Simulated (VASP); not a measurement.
# TiC (Cm) in VASP: single point with PBE

Aim: the single point of TiC with PBE.

Program: VASP 6.6.1. These are calculated values, not measurements. Logs are shortened: lines on timing, memory, paths and dates and some standing lists are left out, and cuts for length are marked.

### 1 The cell of the first run

Symmetry: Cm, No. 8, monoclinic system. The conventional cell has a = 5.301 Å, b = 3.060 Å, c = 3.060 Å, α = 90.00°, β = 125.26°, γ = 90.00°. Ti (site symmetry m) has 6 C at 2.03 to 2.31 Å within 2.7 Å. C (site symmetry m) has 6 Ti at 2.03 to 2.31 Å within 2.7 Å.

### 2 Single point, PBE (atom 1 (Ti) moved by (-0.200, -0.100) A along [1 1 0] and z)

Input file INCAR:

```
PREC = Accurate
ENCUT = 520
EDIFF = 1E-7
ISMEAR = 0
SIGMA = 0.15
LREAL = F
LASPH = T
NELM = 60
ALGO = Normal
ISIF = 2
LWAVE = F
LCHARG = F
GGA = PE
NBANDS = 15
```

Input file KPOINTS:

```
regular mesh
0
Gamma
  18 18 18
```

Input file POSCAR:

```
TiC
1.0
    0.0000000000      2.1640000000      2.1640000000
    2.1640000000      0.0000000000      2.1640000000
    2.1640000000      2.1640000000      0.0000000000
Ti C
1 1
Direct
   -0.0231053604     -0.0231053604     -0.0422464678
    0.5000000000      0.5000000000      0.5000000000
```

Potentials or basis: VASP PAW PBE potentials, release 64 (Ti_sv, C).

Launch:

```console
$ cat potpaw_PBE.64/Ti_sv/POTCAR potpaw_PBE.64/C/POTCAR > POTCAR
$ mpirun -np 1 vasp_std > vasp.out
```

OUTCAR:

```text
PREC = Accurate
   ENCUT = 520
   EDIFF = 1E-7
   ISMEAR = 0
   LREAL = F
   LASPH = T
   NELM = 60
   ISIF = 2
   GGA = PE

 ion  position               nearest neighbor table
   1  0.977  0.977  0.958-   2 2.03   2 2.03   2 2.07   2 2.27   2 2.31   2 2.31
   2  0.500  0.500  0.500-   1 2.03   1 2.03   1 2.07   1 2.27   1 2.31   1 2.31

  LATTYP: Found a face centered cubic cell.
 ALAT       =     4.3280000000

  Lattice vectors:

 A1 = (   0.0000000000,   2.1640000000,   2.1640000000)
 A2 = (   2.1640000000,   0.0000000000,   2.1640000000)
 A3 = (   2.1640000000,   2.1640000000,   0.0000000000)

Analysis of symmetry for initial positions (statically):
=====================================================================
 Subroutine PRICEL returns:
 Original cell was already a primitive cell.

 Routine SETGRP: Setting up the symmetry group for a
 face centered cubic supercell.

 Subroutine GETGRP returns: Found  2 space group operations
 (whereof  2 operations were pure point group operations)
 out of a pool of 48 trial point group operations.

The static configuration has the point symmetry C_1h.

Analysis of symmetry for dynamics (positions and initial velocities):
=====================================================================
 Subroutine PRICEL returns:
 Original cell was already a primitive cell.

 Routine SETGRP: Setting up the symmetry group for a
 face centered cubic supercell.

 Subroutine GETGRP returns: Found  2 space group operations
 (whereof  2 operations were pure point group operations)
 out of a pool of 48 trial point group operations.

The dynamic configuration has the point symmetry C_1h.

 Subroutine INISYM returns: Found  2 space group operations
 (whereof  2 operations are pure point group operations),
 and found     1 'primitive' translations

----------------------------------------------------------------------------------------

                                     Primitive cell

  volume of cell :      20.2676

  direct lattice vectors                    reciprocal lattice vectors
     0.000000000  2.164000000  2.164000000    -0.231053604  0.231053604  0.231053604
     2.164000000  0.000000000  2.164000000     0.231053604 -0.231053604  0.231053604
     2.164000000  2.164000000  0.000000000     0.231053604  0.231053604 -0.231053604

  length of vectors
     3.060358149  3.060358149  3.060358149     0.400196582  0.400196582  0.400196582

  position of ions in fractional coordinates (direct lattice)
     0.976894640  0.976894640  0.957753532
     0.500000000  0.500000000  0.500000000

  ion indices of the primitive-cell ions
   primitive index   ion index
                 1           1
                 2           2

----------------------------------------------------------------------------------------

 KPOINTS: regular mesh

Automatic generation of k-mesh.
 Grid dimensions read from file:
 generate k-points for:   18   18   18

 Generating k-lattice:

  Cartesian coordinates                     Fractional coordinates (reciprocal lattice)
    -0.012836311  0.012836311  0.012836311     0.055555556  0.000000000  0.000000000
     0.012836311 -0.012836311  0.012836311     0.000000000  0.055555556  0.000000000
     0.012836311  0.012836311 -0.012836311     0.000000000  0.000000000  0.055555556

  Length of vectors
     0.022233143  0.022233143  0.022233143

  Shift w.r.t. Gamma in fractional coordinates (k-lattice)
     0.000000000  0.000000000  0.000000000

 Subroutine IBZKPT returns following result:
 ===========================================

 Found   1550 irreducible k-points:

 Following reciprocal coordinates:
            Coordinates               Weight
  0.000000  0.000000  0.000000      1.000000
  0.055556  0.000000  0.000000      4.000000
  0.000000  0.000000  0.055556      2.000000
  0.055556  0.055556  0.055556      2.000000
  0.111111  0.000000  0.000000      4.000000
  0.000000  0.000000  0.111111      2.000000
[... 16 lines left out ...]
  0.444444  0.000000  0.000000      4.000000
  0.000000  0.000000  0.444444      2.000000
 [... further k-points ...]
   k-points           NKPTS =   1550   k-points in BZ     NKDIM =   1550   number of bands    NBANDS=     15
   number of dos      NEDOS =    301   number of ions     NIONS =      2
   total plane-waves  NPLWV =  13824
   dimension x,y,z NGX =    24 NGY =   24 NGZ =   24
   dimension x,y,z NGXF=    48 NGYF=   48 NGZF=   48
   ions per type =               1   1
   NGX,Y,Z   is equivalent  to a cutoff of  13.04, 13.04, 13.04 a.u.
   NGXF,Y,Z  is equivalent  to a cutoff of  26.07, 26.07, 26.07 a.u.
 SYSTEM =  unknown system
   PREC   = accura    normal or accurate (medium, high low for compatibility)
   ISTART =      0    job   : 0-new  1-cont  2-samecut
   ICHARG =      2    charge: 1-file 2-atom 10-const
   ISPIN  =      1    spin polarized calculation?
   LNONCOLLINEAR =      F non collinear calculations
   LSORBIT =      F    spin-orbit coupling
   LASPH  =      T    aspherical Exc in radial PAW
   ENCUT  =  520.0 eV  38.22 Ry    6.18 a.u.   5.69  5.69  5.69*2*pi/ulx,y,z
   NELM   =     60;   NELMIN=  2; NELMDL= -5     # of ELM steps
   EDIFF  = 0.1E-06   stopping-criterion for ELM
   LREAL  =      F    real-space projection
   EDIFFG = 0.1E-05   stopping-criterion for IOM
   NSW    =      0    number of steps for IOM
   IBRION =     -1    ionic relax: 0-MD 1-quasi-New 2-CG
   NFREE  =      0    steps in history (QN), initial steepest desc. (CG)
   ISIF   =      2    stress and relaxation
   ISYM   =      2    0-nonsym 1-usesym 2-fastsym
   POTIM  = 0.5000    time-step for ionic-motion
   TEBEG  =    0.0;   TEEND  =   0.0 temperature during run
   PSTRESS=    0.0 pullay stress
   NELECT =      16.0000    total number of electrons
   NUPDOWN=      -1.0000    fix difference up-down
   EMIN   =  10.00;   EMAX   =-10.00  energy-range for DOS
   EFERMI =   0.00;   METHOD = LEGACY
   ISMEAR =     0;   SIGMA  =   0.15  broadening in eV -4-tet -1-fermi 0-gaus
   EFERMI_NEDOS =   21; number of points for ismear=-14 and -15
   IALGO  =     38    algorithm
   IMIX   =      4    mixing-type and parameters
     AMIX     =   0.40;   BMIX     =  1.00
     AMIX_MAG =   1.60;   BMIX_MAG =  1.00
  volume/ion in A,a.u.               =      10.13        68.39
  Fermi-wavevector in a.u.,A,eV,Ry     =   1.513030  2.859212 31.147275  2.289260
  Thomas-Fermi vector in A             =   2.622876
   LORBIT       =      0    0 simple, 1 ext, 2 COOP (PROOUT), +10 PAW based schemes
   GGA     = PE    functional components
   LHFCALC =     F    Hartree Fock is set to
   AEXX    =    0.0000 exact exchange contribution
   IVDW    =     0    specifies the selected vdW correction
   LEPSILON=     F    determine dielectric tensor
   LRPA    =     F    only Hartree local field effects (RPA)
 non-spin polarized calculation
 Gauss-broadening in eV      SIGMA  =   0.15
  energy-cutoff  :      520.00
  volume of cell :       20.27
 maximum number of plane-waves:       568
   NGX = 11   NGY = 11   NGZ = 11

 number of electron      16.0000000 magnetization

 Free energy of the ion-electron system (eV)
  ---------------------------------------------------
  ext. energy  EPLUGINS =         0.00000000
  ---------------------------------------------------
  free energy    TOTEN  =       -18.49882738 eV

  energy without entropy =      -18.49782486  energy(sigma->0) =      -18.49832612

 E-fermi :   9.5622     XC(G=0): -12.6839

 val. band max:        9.5575096997   @ k =   0.0556   0.0000   0.0000
 cond. band min:       9.6199827484   @ k =  -0.0556   0.0556   0.0000
 fundamental gap:      0.0624730487
 Fermi energy:         9.5621792508

 k-point     1 :       0.0000    0.0000    0.0000
  band No.  band energies     occupation
      1     -47.1262      2.00000
      2     -23.1626      2.00000
      3     -23.1560      2.00000
      4     -23.1541      2.00000
      5      -2.9244      2.00000
      6       9.1117      1.99998
      7       9.3189      1.97820
      8       9.4301      1.78694
      9      10.3596      0.00000
     10      10.6334      0.00000
     11      12.4083      0.00000
     12      12.7092      0.00000
     13      12.8415      0.00000
     14      19.7289      0.00000
     15      23.2871      0.00000

 k-point     2 :       0.0556    0.0000    0.0000
  band No.  band energies     occupation
      1     -47.1240      2.00000
      2     -23.1740      2.00000
      3     -23.1608      2.00000
      4     -23.1571      2.00000
      5      -2.8541      2.00000
      6       8.7542      2.00000
      7       9.2441      1.99729
      8       9.5575      1.03512
      9      10.3664      0.00000
     10      10.5627      0.00000
     11      11.9950      0.00000
     12      12.9777      0.00000
     13      13.3806      0.00000
     14      19.8522      0.00000
     15      23.3399      0.00000

 k-point     3 :       0.0000    0.0000    0.0556
  band No.  band energies     occupation
      1     -47.1240      2.00000
      2     -23.1729      2.00000
      3     -23.1632      2.00000
      4     -23.1557      2.00000
      5      -2.8543      2.00000
      6       8.7629      2.00000
      7       9.2990      1.98690
      8       9.4493      1.71271
      9      10.3305      0.00000
     10      10.6457      0.00000
     11      11.9880      0.00000
     12      13.1007      0.00000
     13      13.2614      0.00000
     14      19.8564      0.00000
     15      23.3357      0.00000

 k-point     4 :       0.0556    0.0556    0.0556
  band No.  band energies     occupation
      1     -47.1240      2.00000
      2     -23.1776      2.00000
      3     -23.1580      2.00000
      4     -23.1556      2.00000
      5      -2.8552      2.00000
      6       8.9286      2.00000
      7       9.1901      1.99955
      8       9.2512      1.99663
      9      10.3877      0.00000
     10      10.5970      0.00000
     11      12.4120      0.00000
     12      12.9777      0.00000
     13      13.0928      0.00000
     14      19.8740      0.00000
     15      23.3143      0.00000
[... 307 lines left out ...]
 k-point    22 :       0.3889    0.3889    0.3889
  band No.  band energies     occupation
      1     -47.0614      2.00000
      2     -23.6010      2.00000
      3     -23.1999      2.00000
      4     -23.1972      2.00000
      5      -0.2188      2.00000
      6       4.4670      2.00000
      7       6.6354      2.00000
      8       6.6543      2.00000
      9      12.0664      0.00000
     10      12.0947      0.00000
     11      13.2820      0.00000
     12      17.2383      0.00000
     13      17.3626      0.00000
     14      18.6995      0.00000
     15      25.1395      0.00000

 k-point    23 :       0.4444    0.0000    0.0000
  band No.  band energies     occupation
      1     -47.0538      2.00000
      2     -23.6527      2.00000
      3     -23.2103      2.00000
      4     -23.2064      2.00000
      5       0.2976      2.00000
      6       3.8748      2.00000
      7       6.6599      2.00000
      8       6.8678      2.00000
      9      12.2117      0.00000
     10      12.2234      0.00000
     11      13.3489      0.00000
     12      16.0077      0.00000
     13      17.3011      0.00000
     14      19.2848      0.00000
     15      24.7959      0.00000

 k-point    24 :       0.0000    0.0000    0.4444
  band No.  band energies     occupation
      1     -47.0540      2.00000
      2     -23.6498      2.00000
      3     -23.2114      2.00000
      4     -23.2045      2.00000
      5       0.2889      2.00000
      6       3.8742      2.00000
      7       6.6163      2.00000
      8       6.8125      2.00000
      9      12.2092      0.00000
     10      12.2525      0.00000
     11      13.3838      0.00000
     12      16.1329      0.00000
     13      17.4464      0.00000
     14      19.1630      0.00000
     15      24.7684      0.00000

 [... further k-points ...]
[... 5 lines left out ...]
  --------------------------------------------------------------------------------------
  -------------------------------------------------------------------------------------
  Total        1.0015654      1.0015654      0.5842768     -0.3541863     -0.2632272     -0.2632271
  in kB       79.1750136     79.1750136     46.1878229    -27.9988771    -20.8084443    -20.8084356
  external PRESSURE =      68.1792834 kB  Pullay stress =       0.0000000 kB

 VOLUME and BASIS-vectors are now :
 -----------------------------------------------------------------------------
  energy-cutoff  :      520.00
  volume of cell :       20.27
      direct lattice vectors                 reciprocal lattice vectors
     0.000000000  2.164000000  2.164000000    -0.231053604  0.231053604  0.231053604
     2.164000000  0.000000000  2.164000000     0.231053604 -0.231053604  0.231053604
     2.164000000  2.164000000  0.000000000     0.231053604  0.231053604 -0.231053604

 POSITION                                       TOTAL-FORCE (eV/Angst)
 -----------------------------------------------------------------------------------
      4.18658      4.18658      4.22800         1.166839      1.166839      0.736909
      2.16400      2.16400      2.16400        -1.166839     -1.166839     -0.736909
 -----------------------------------------------------------------------------------
    total drift:                               -0.000021     -0.000021     -0.000017

  FREE ENERGIE OF THE ION-ELECTRON SYSTEM (eV)
  ---------------------------------------------------
  free  energy   TOTEN  =       -18.4988273789 eV

  energy  without entropy=      -18.4978248642  energy(sigma->0) =      -18.49832612
```

It took 12 min on 1 thread of Intel Xeon 8259CL, shared host; peak memory 0.56 GiB.

Results:

```yaml
Free_energy: -18.4988 eV
Pressure: 6.8 GPa
Largest_force: 1.807 eV/Å
Band_gap_on_the_k_mesh: 0.02 eV (least direct gap 0.54 eV)
```

Forces on the atoms (eV/Å):
```
Ti   1.167  1.167  0.737
C   -1.167 -1.167 -0.737
```

Levels at points of the mesh, in eV from the valence-band top:
| k point | band 5 | band 6 | band 7 | band 8 | band 9 | band 10 | band 11 | band 12 |
| --- | --- | --- | --- | --- | --- | --- | --- | --- |
| (0.00, 0.00, 0.00) | -12.54 | -0.51 | -0.30 | -0.19 | 0.74 | 1.01 | 2.79 | 3.09 |
| (0.50, 0.00, 0.00) | -9.12 | -5.98 | -3.02 | -2.82 | 2.68 | 2.69 | 3.90 | 6.21 |
| (0.00, 0.00, 0.50) | -9.13 | -5.98 | -3.06 | -2.87 | 2.68 | 2.72 | 3.93 | 6.36 |
| (0.50, 0.50, 0.50) | -9.16 | -5.99 | -3.21 | -3.19 | 2.74 | 2.77 | 4.06 | 7.89 |
| (0.50, 0.50, 0.00) | -10.24 | -3.59 | -2.53 | -0.52 | 0.75 | 2.94 | 3.33 | 3.34 |
| (0.00, 0.50, 0.50) | -10.24 | -3.55 | -2.39 | -0.44 | 0.54 | 2.85 | 3.33 | 3.34 |

Caveat: the cell differs from its parent crystal (atom 1 (Ti) moved by (-0.200, -0.100) A along [1 1 0] and z); the cell stands under pressure; the smearing spreads over this small gap; forces of over 1 eV/Å act on the atoms, so gaps and moduli don't describe the material at rest. A k mesh can miss the band edges.

The gap in the log of VASP goes by the Fermi energy; the results here count the filled bands.